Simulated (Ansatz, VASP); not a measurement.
**NaH in VASP and in Ansatz**

```
CELL_PARAMETERS angstrom
0.00000 2.35691 2.55372
2.35691 0.00000 2.55372
2.35691 2.35691 0.00000
ATOMIC_POSITIONS crystal
Na 0.00000 0.00000 0.00000
H 0.50000 0.50000 0.50000
```

Alike in both runs: task single point; functional r2SCAN; k mesh 10 × 10 × 10; occupations fermi-dirac, width 0.2 eV; no spin polarisation.

```csv
,VASP,Ansatz
version,VASP 6.6.1,Ansatz 0.2.0
potentials or method,"VASP PAW PBE potentials, release 64 (Na_pv, H), cutoff 520 eV","scalar-relativistic, plane waves, PAW"
valence electrons in the cell,8,10
```

```tsv
	VASP	Ansatz	Ansatz less VASP
gap on the k mesh at the Fermi level (eV)	4.32	4.31	-0.012
least direct gap on the mesh (eV)	5.00	4.99	-0.013
pressure (GPa)	-0.5	-0.4	+0.05
traceless stress, the component that is largest in VASP (GPa)	-1.68	-1.61	+0.074
```

VASP's potentials were made for PBE, not for r2SCAN. The functional is the same, so the differences come from potentials, cutoffs and numerics. VASP's potentials hold 8 valence electrons a cell and Ansatz's 10, so a difference there can come from the potentials and not from the codes.
